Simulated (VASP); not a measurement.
# GdO (F-43m) in VASP: notebook

Runs on GdO. Level: PBE+U. Tasks: single point.

Everything below comes from runs of VASP 6.6.1. Logs are shortened: lines on timing, memory, paths and dates and some standing lists are left out, and cuts for length are marked.

### Step 1. The cell of the first run

The structure is cubic, space group F-43m (No. 216). The conventional cell has a = 5.400 Å, b = 5.400 Å, c = 5.400 Å, α = 90.00°, β = 90.00°, γ = 90.00°. Within 3.1 Å of Gd (site symmetry -43m) lie 4 O at 2.34 Å. O (site symmetry -43m) has 4 Gd at 2.34 Å within 3.1 Å.

### Step 2. Single point, PBE+U, collinear spin, antiferromagnetic start

INCAR

```
PREC     = Accurate       # precision mode
ENCUT    = 520            # plane-wave cutoff, eV
EDIFF    = 1E-6           # SCF threshold, eV
ISMEAR   = 0              # smearing method
SIGMA    = 0.05           # smearing width, eV
LREAL    = F              # projectors in reciprocal space
LASPH    = T              # aspherical terms in the spheres
NELM     = 150            # most SCF steps
ALGO     = Normal         # electronic algorithm
ISIF     = 2              # what is computed and relaxed
LWAVE    = F              # write WAVECAR
LCHARG   = F              # write CHGCAR
ISPIN    = 2              # spin polarisation
MAGMOM   = 7 -7 0 0       # initial moments
LORBIT   = 11             # projections on sites
LMAXMIX  = 6              # l up to which the mixer works
LDAU     = T              # DFT+U
LDAUTYPE = 1            
LDAUL    = 3 -1           # shell
LDAUU    = 7 0            # U, eV
LDAUJ    = 0.7 0        
LDAUPRINT= 1            
GGA      = PE             # functional
NBANDS   = 36             # bands
```

KPOINTS

```
Automatic mesh
0
Gamma
  6 6 6
```

POSCAR

```
GdO
1.0
    0.0000000000      2.7000000000      2.7000000000
    5.4000000000      2.7000000000      2.7000000000
    5.4000000000      5.4000000000      0.0000000000
Gd O
2 2
Direct
    0.0000000000      0.0000000000      0.0000000000
    0.0000000000      0.0000000000      0.5000000000
    0.2500000000      0.2500000000      0.0000000000
    0.2500000000      0.2500000000      0.5000000000
```

Potentials or basis: VASP PAW PBE potentials, release 64 (Gd, O).

Command:

```
$ cat potpaw_PBE.64/Gd/POTCAR potpaw_PBE.64/O/POTCAR > POTCAR
$ mpirun -np 1 vasp_std > vasp.out
```

OUTCAR:

```text
PREC = Accurate
   ENCUT = 520
   EDIFF = 1E-6
   ISMEAR = 0
   LREAL = F
   LASPH = T
   NELM = 150
   ISIF = 2
   ISPIN = 2
   LORBIT = 11
   GGA = PE

 ion  position               nearest neighbor table
   1  0.000  0.000  0.000-   3 2.34   4 2.34   4 2.34   3 2.34
   2  0.000  0.000  0.500-   4 2.34   3 2.34   3 2.34   4 2.34
   3  0.250  0.250  0.000-   1 2.34   2 2.34   1 2.34   2 2.34
   4  0.250  0.250  0.500-   1 2.34   2 2.34   2 2.34   1 2.34

  LATTYP: Found a simple tetragonal cell.
 ALAT       =     3.8183766184
 C/A-ratio  =     1.4142135624

  Lattice vectors:

 A1 = (   0.0000000000,  -2.7000000000,   2.7000000000)
 A2 = (   0.0000000000,  -2.7000000000,  -2.7000000000)
 A3 = (   5.4000000000,   0.0000000000,   0.0000000000)

Analysis of symmetry for initial positions (statically):
=====================================================================
 Subroutine PRICEL returns following result:

  LATTYP: Found a face centered cubic cell.
 ALAT       =     5.4000000000
[... 12 lines left out ...]
 Subroutine GETGRP returns: Found  8 space group operations
 (whereof  8 operations were pure point group operations)
 out of a pool of 16 trial point group operations.

The static configuration has the point symmetry D_2d.

Analysis of symmetry for dynamics (positions and initial velocities):
=====================================================================
 Subroutine PRICEL returns following result:

  LATTYP: Found a face centered cubic cell.
 ALAT       =     5.4000000000
[... 12 lines left out ...]
 Subroutine GETGRP returns: Found  8 space group operations
 (whereof  8 operations were pure point group operations)
 out of a pool of 16 trial point group operations.

The dynamic configuration has the point symmetry D_2d.

Analysis of structural, dynamic, and magnetic symmetry:
=====================================================================
 Subroutine PRICEL returns following result:

  LATTYP: Found a face centered cubic cell.
 ALAT       =     5.4000000000
[... 12 lines left out ...]
 Subroutine GETGRP returns: Found  8 space group operations
 (whereof  8 operations were pure point group operations)
 out of a pool of 16 trial point group operations.

The overall configuration has the point symmetry D_2d.

 Subroutine INISYM returns: Found  8 space group operations
 (whereof  8 operations are pure point group operations),
 and found     2 'primitive' translations

----------------------------------------------------------------------------------------

                                     Primitive cell

  volume of cell :      39.3660

  direct lattice vectors                    reciprocal lattice vectors
    -2.700000000  2.700000000 -0.000000000    -0.185185185  0.185185185 -0.185185185
    -2.700000000  0.000000000  2.700000000    -0.185185185 -0.185185185  0.185185185
     0.000000000  2.700000000  2.700000000     0.185185185  0.185185185  0.185185185

  length of vectors
     3.818376618  3.818376618  3.818376618     0.320750150  0.320750150  0.320750150
[... 167 lines left out ...]

 onsite density matrix

spin component  1

  0.0041  0.0000  0.0002 -0.0000 -0.0000 -0.0000  0.0000
  0.0000  0.0191 -0.0000 -0.0000  0.0000 -0.0000 -0.0000
  0.0002 -0.0000  0.0037 -0.0000  0.0000  0.0000 -0.0000
 -0.0000 -0.0000 -0.0000  0.0041  0.0000 -0.0001  0.0000
 -0.0000  0.0000  0.0000  0.0000  0.0037 -0.0000 -0.0002
 -0.0000 -0.0000  0.0000 -0.0001 -0.0000  0.0036 -0.0000
  0.0000 -0.0000 -0.0000  0.0000 -0.0002 -0.0000  0.0038

spin component  2

  0.9918 -0.0000 -0.0001  0.0000  0.0000  0.0000  0.0000
 -0.0000  0.9936  0.0000  0.0000  0.0000  0.0000 -0.0000
 -0.0001  0.0000  0.9919 -0.0000 -0.0000  0.0000  0.0000
  0.0000  0.0000 -0.0000  0.9917 -0.0000  0.0000 -0.0000
  0.0000  0.0000 -0.0000 -0.0000  0.9919 -0.0000  0.0002
  0.0000  0.0000  0.0000  0.0000 -0.0000  0.9920  0.0000
  0.0000 -0.0000  0.0000 -0.0000  0.0002  0.0000  0.9918

 occupancies and eigenvectors

  o =  0.0035  v = -0.0000  0.0000  0.0000 -0.0000  0.7906 -0.0000  0.6124  0.0000  0.0000  0.0000  0.0000  0.0000  0.0000  0.0000      0.0000  0.0000  0.0000  0.0000  0.0000  0.0000  0.0000  0.0000  0.0000  0.0000  0.0000  0.0000  0.0000  0.0000
  o =  0.0036  v = -0.4031 -0.0000  0.9151 -0.0000 -0.0000 -0.0002 -0.0000  0.0000  0.0000  0.0000  0.0000  0.0000  0.0000  0.0000      0.0000  0.0000  0.0000  0.0000  0.0000  0.0000  0.0000  0.0000  0.0000  0.0000  0.0000  0.0000  0.0000  0.0000
  o =  0.0036  v =  0.0001  0.0000 -0.0002 -0.2417 -0.0000 -0.9704 -0.0000  0.0000  0.0000  0.0000  0.0000  0.0000  0.0000  0.0000      0.0000  0.0000  0.0000  0.0000  0.0000  0.0000  0.0000  0.0000  0.0000  0.0000  0.0000  0.0000  0.0000  0.0000
  o =  0.0039  v =  0.0000  0.0000 -0.0000  0.0000 -0.6124 -0.0000  0.7906  0.0000  0.0000  0.0000  0.0000  0.0000  0.0000  0.0000      0.0000  0.0000  0.0000  0.0000  0.0000  0.0000  0.0000  0.0000  0.0000  0.0000  0.0000  0.0000  0.0000  0.0000
  o =  0.0042  v =  0.9151 -0.0000  0.4031  0.0000  0.0000 -0.0000 -0.0000  0.0000  0.0000  0.0000  0.0000  0.0000  0.0000  0.0000      0.0000  0.0000  0.0000  0.0000  0.0000  0.0000  0.0000  0.0000  0.0000  0.0000  0.0000  0.0000  0.0000  0.0000
  o =  0.0042  v = -0.0000  0.0000 -0.0000  0.9704  0.0000 -0.2417 -0.0000  0.0000  0.0000  0.0000  0.0000  0.0000  0.0000  0.0000      0.0000  0.0000  0.0000  0.0000  0.0000  0.0000  0.0000  0.0000  0.0000  0.0000  0.0000  0.0000  0.0000  0.0000
  o =  0.0191  v = -0.0000 -1.0000 -0.0000  0.0000 -0.0000 -0.0000  0.0000  0.0000  0.0000  0.0000  0.0000  0.0000  0.0000  0.0000      0.0000  0.0000  0.0000  0.0000  0.0000  0.0000  0.0000  0.0000  0.0000  0.0000  0.0000  0.0000  0.0000  0.0000
  o =  0.9917  v =  0.0000  0.0000  0.0000  0.0000  0.0000  0.0000  0.0000  0.0000  0.0000 -0.0000 -0.0000  0.6124 -0.0000 -0.7906      0.0000  0.0000  0.0000  0.0000  0.0000  0.0000  0.0000  0.0000  0.0000  0.0000  0.0000  0.0000  0.0000  0.0000
  o =  0.9917  v =  0.0000  0.0000  0.0000  0.0000  0.0000  0.0000  0.0000 -0.8653 -0.0000 -0.5012  0.0000  0.0000  0.0000  0.0000      0.0000  0.0000  0.0000  0.0000  0.0000  0.0000  0.0000  0.0000  0.0000  0.0000  0.0000  0.0000  0.0000  0.0000
  o =  0.9917  v =  0.0000  0.0000  0.0000  0.0000  0.0000  0.0000  0.0000  0.0000  0.0000  0.0000  0.9910  0.0000 -0.1337 -0.0000      0.0000  0.0000  0.0000  0.0000  0.0000  0.0000  0.0000  0.0000  0.0000  0.0000  0.0000  0.0000  0.0000  0.0000
  o =  0.9920  v =  0.0000  0.0000  0.0000  0.0000  0.0000  0.0000  0.0000  0.0000 -0.0000  0.0000  0.1337 -0.0000  0.9910 -0.0000      0.0000  0.0000  0.0000  0.0000  0.0000  0.0000  0.0000  0.0000  0.0000  0.0000  0.0000  0.0000  0.0000  0.0000
  o =  0.9920  v =  0.0000  0.0000  0.0000  0.0000  0.0000  0.0000  0.0000  0.5012 -0.0000 -0.8653  0.0000  0.0000  0.0000  0.0000      0.0000  0.0000  0.0000  0.0000  0.0000  0.0000  0.0000  0.0000  0.0000  0.0000  0.0000  0.0000  0.0000  0.0000
  o =  0.9920  v =  0.0000  0.0000  0.0000  0.0000  0.0000  0.0000  0.0000  0.0000  0.0000  0.0000  0.0000  0.7906  0.0000  0.6124      0.0000  0.0000  0.0000  0.0000  0.0000  0.0000  0.0000  0.0000  0.0000  0.0000  0.0000  0.0000  0.0000  0.0000
  o =  0.9936  v =  0.0000  0.0000  0.0000  0.0000  0.0000  0.0000  0.0000  0.0000 -1.0000  0.0000 -0.0000  0.0000 -0.0000 -0.0000      0.0000  0.0000  0.0000  0.0000  0.0000  0.0000  0.0000  0.0000  0.0000  0.0000  0.0000  0.0000  0.0000  0.0000

 number of electron      47.9999995 magnetization       0.0000000

 Free energy of the ion-electron system (eV)
  ---------------------------------------------------
  ext. energy  EPLUGINS =         0.00000000
  ---------------------------------------------------
  free energy    TOTEN  =       -42.96595697 eV

  energy without entropy =      -42.96144656  energy(sigma->0) =      -42.96370176

 E-fermi :   4.2139     XC(G=0): -10.1573

 val. band max:        4.2135051037   @ k =   0.3333   0.5000   0.1667
 cond. band min:       4.2355742504   @ k =   0.3333  -0.0000   0.1667
 fundamental gap:      0.0220691467
 Fermi energy:         4.2139460647

 spin component 1

 k-point     1 :       0.0000    0.0000    0.0000
  band No.  band energies     occupation
      1     -41.6988      1.00000
      2     -38.5483      1.00000
      3     -19.5410      1.00000
      4     -19.0035      1.00000
      5     -19.0035      1.00000
      6     -17.3421      1.00000
[... 1865 lines left out ...]
     35       7.5128      0.00000
     36       7.7598      0.00000

 [... further k-points ...]

------------------------ aborting loop because EDIFF is reached ----------------------------------------

  FORCE on cell =-STRESS in cart. coord.  units (eV):
  Direction    XX          YY          ZZ          XY          YZ          ZX
  --------------------------------------------------------------------------------------
  -------------------------------------------------------------------------------------
  Total       -0.2860855     -0.2370749     -0.2370749     -0.0000000      0.0000000      0.0000000
  in kB       -5.8217705     -4.8244170     -4.8244170     -0.0000000      0.0000000      0.0000000
  external PRESSURE =      -5.1568681 kB  Pullay stress =       0.0000000 kB

 VOLUME and BASIS-vectors are now :
 -----------------------------------------------------------------------------
  energy-cutoff  :      520.00
  volume of cell :       78.73
      direct lattice vectors                 reciprocal lattice vectors
     0.000000000  2.700000000  2.700000000    -0.185185185  0.185185185  0.185185185
     5.400000000  2.700000000  2.700000000     0.185185185 -0.185185185  0.185185185
     5.400000000  5.400000000  0.000000000     0.000000000  0.185185185 -0.185185185

 POSITION                                       TOTAL-FORCE (eV/Angst)
 -----------------------------------------------------------------------------------
      0.00000      0.00000      0.00000        -0.000000      0.000000      0.000000
      2.70000      2.70000      0.00000         0.000000      0.000000      0.000000
      1.35000      1.35000      1.35000        -0.000000     -0.000000     -0.000000
      4.05000      4.05000      1.35000        -0.000000     -0.000000     -0.000000
 -----------------------------------------------------------------------------------
    total drift:                               -0.000005     -0.000004     -0.000013

  FREE ENERGIE OF THE ION-ELECTRON SYSTEM (eV)
  ---------------------------------------------------
  free  energy   TOTEN  =       -42.9659569675 eV

  energy  without entropy=      -42.9614465551  energy(sigma->0) =      -42.96370176

 total charge

# of ion       s       p       d       f       tot
--------------------------------------------------
    1        2.033   5.642   0.521   6.980  15.175
    2        2.033   5.642   0.521   6.980  15.175
    3        1.570   3.419   0.000   0.000   4.989
    4        1.570   3.419   0.000   0.000   4.989
--------------------------------------------------
tot          7.207  18.121   1.041  13.959  40.328

 magnetization (x)

# of ion       s       p       d       f       tot
--------------------------------------------------
    1       -0.005  -0.085   0.070   6.898   6.878
    2        0.005   0.085  -0.070  -6.898  -6.878
    3        0.000   0.000   0.000   0.000   0.000
    4        0.000   0.000   0.000   0.000   0.000
--------------------------------------------------
tot          0.000   0.000   0.000   0.000   0.000
```

Run time: 9.8 min. Hardware: 1 thread of Intel Xeon Platinum 8488C (Sapphire Rapids), shared host; peak memory 0.45 GiB.

What came out:

- Free energy: -42.9660 eV
- Pressure: -0.5 GPa
- Band gap on the k mesh: zero (filled and empty bands overlap)
- Net moment: 0.00 μB per cell
- Site moments: Gd +6.88, -6.88; O +0.00 μB
- Valence electrons inside the program's atomic spheres: Gd 15.18; O 4.99

Eigenvalues of the final occupation matrices:
```csv
site,spin,trace,eigenvalues
site 1 f,1,6.94,0.99 0.99 0.99 0.99 0.99 0.99 0.99
site 1 f,2,0.04,0.00 0.00 0.00 0.00 0.00 0.00 0.02
site 2 f,1,0.04,0.00 0.00 0.00 0.00 0.00 0.00 0.02
site 2 f,2,6.94,0.99 0.99 0.99 0.99 0.99 0.99 0.99
```

Caveat: spin-orbit coupling is left out, which moves the levels of the heavy elements.

### Step 3. Single point, PBE+U, collinear spin, ferrimagnetic start

INCAR

```
SYSTEM = GdO
PREC = Accurate ; ENCUT = 520
EDIFF = 1E-6 ; ISMEAR = 0
SIGMA = 0.05 ; LREAL = .FALSE.
LASPH = .TRUE. ; NELM = 150
ALGO = Normal ; ISIF = 2
LWAVE = .FALSE. ; LCHARG = .FALSE.
ISPIN = 2 ; MAGMOM = 7.73 -7.4 0.07 0.07
LORBIT = 11 ; LMAXMIX = 6
LDAU = .TRUE. ; LDAUTYPE = 1
LDAUL = 3 -1 ; LDAUU = 7 0
LDAUJ = 0.7 0 ; LDAUPRINT = 1
GGA = PE ; NBANDS = 36
```

KPOINTS

```
regular mesh
0
G
  6 6 6
  0 0 0
```

POSCAR is that of step 2.

Potentials or basis: VASP PAW PBE potentials, release 64 (Gd, O).

Command:

```
$ cat potpaw_PBE.64/Gd/POTCAR potpaw_PBE.64/O/POTCAR > POTCAR
$ mpirun -np 1 vasp_std > vasp.out
```

It took 12 min on 1 thread of Intel Xeon Platinum 8488C (Sapphire Rapids), shared host; peak memory 0.45 GiB.

It converged, with:

| Quantity | Value |
| --- | --- |
| Free energy | -43.1552 eV |
| Pressure | -0.1 GPa |
| Net moment | 1.81 μB per cell |
| Site moments | Gd +7.08, -6.63; O +0.05 μB |
| Valence electrons inside the program's atomic spheres | Gd 15.17, 15.16; O 5.00 |

Stress tensor (GPa, compression positive):
```
-0.17  0.00  0.00
 0.00 -0.05  0.00
 0.00  0.00 -0.05
```

Levels at points of the mesh, in eV from the Fermi level:
Spin up:
```
           k point  band 21  band 22  band 23  band 24  band 25  band 26  band 27  band 28  band 29  band 30
(0.00, 0.00, 0.00)    -5.68    -4.55    -4.55    -2.45    -0.86     0.91     2.73     2.80     2.80     2.84
(0.50, 0.00, 0.00)    -5.29    -5.26    -5.23    -0.13     0.15     2.04     2.18     2.34     2.44     2.55
(0.50, 0.50, 0.00)    -4.55    -4.55    -4.46    -0.87    -0.87     0.75     1.12     2.95     2.95     2.98
(0.00, 0.00, 0.50)    -5.29    -5.21    -5.16    -0.28    -0.08     1.58     1.61     1.90     2.19     2.93
(0.50, 0.00, 0.50)    -5.28    -4.55    -4.55    -0.87    -0.87     0.64     0.89     2.72     2.94     2.94
(0.00, 0.50, 0.50)    -5.19    -5.14    -5.14    -0.40    -0.21     0.51     0.63     2.77     2.91     2.91
```
Spin down:
| k point | band 19 | band 20 | band 21 | band 22 | band 23 | band 24 | band 25 | band 26 | band 27 | band 28 |
| --- | --- | --- | --- | --- | --- | --- | --- | --- | --- | --- |
| (0.00, 0.00, 0.00) | -5.54 | -5.53 | -5.53 | -4.45 | -4.45 | -1.21 | 0.60 | 1.24 | 2.89 | 2.90 |
| (0.50, 0.00, 0.00) | -5.19 | -5.17 | -5.12 | -5.12 | -5.09 | 1.13 | 1.46 | 2.31 | 2.44 | 2.63 |
| (0.50, 0.50, 0.00) | -6.02 | -4.55 | -4.45 | -4.45 | -4.34 | 0.58 | 0.58 | 1.07 | 1.47 | 2.98 |
| (0.00, 0.00, 0.50) | -5.25 | -5.16 | -5.15 | -5.10 | -5.03 | 0.97 | 1.12 | 1.96 | 1.97 | 2.37 |
| (0.50, 0.00, 0.50) | -5.25 | -5.20 | -5.14 | -4.45 | -4.45 | 0.59 | 0.59 | 0.97 | 1.32 | 2.98 |
| (0.00, 0.50, 0.50) | -5.93 | -5.07 | -5.07 | -4.99 | -4.99 | 0.89 | 0.89 | 1.11 | 1.18 | 2.83 |

Eigenvalues of the final occupation matrices:
```csv
site,spin,trace,eigenvalues
site 1 f,1,6.95,0.99 0.99 0.99 0.99 0.99 0.99 1.00
site 1 f,2,0.03,0.00 0.00 0.00 0.00 0.00 0.00 0.01
site 2 f,1,0.07,0.00 0.00 0.00 0.01 0.01 0.01 0.04
site 2 f,2,6.94,0.99 0.99 0.99 0.99 0.99 0.99 0.99
```

Caveat: spin-orbit coupling is left out, which moves the levels of the heavy elements. The state reached can hang on the start; a lower one may exist.

The gap in the log of VASP goes by the Fermi energy; the results here count the filled bands.